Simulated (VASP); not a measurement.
Input of a VASP 6.6.1 run:

INCAR

```
PREC = Accurate
ENCUT = 520
EDIFF = 1E-6
ISMEAR = -1
SIGMA = 0.1
LREAL = F
LASPH = T
NELM = 80
ALGO = Normal
ISIF = 2
LWAVE = F
LCHARG = T
GGA = PS
LELF = T
LVHAR = T
NBANDS = 20
```

The input KPOINTS:

```
Automatic mesh
0
Gamma
  17 17 10
```

Contents of POSCAR:

```
Tl
1.0
    3.5493656566      0.0000000000      0.0000000000
   -1.7746828283      3.0738408259      0.0000000000
    0.0000000000      0.0000000000      5.6611235905
Tl
2
Direct
    0.3333333333      0.6666666667      0.2500000000
    0.6666666667      0.3333333333      0.7500000000
```

Potentials or basis: VASP PAW PBE potentials, release 64 (Tl_d).

Command:

```console
$ cat potpaw_PBE.64/Tl_d/POTCAR > POTCAR
$ mpirun -np 1 vasp_std > vasp.out
```

(1) What does it give for the pressure?

(2) What does it give for the band gap on the k mesh?

## Answers

(1) -2.3 GPa.

(2) zero (bands 13 and 14 overlap by 5.21 eV).

Caveat: the PAW data sets were made with another functional, which shifts forces and pressure a little; spin-orbit coupling is left out, which moves the levels of the heavy elements.
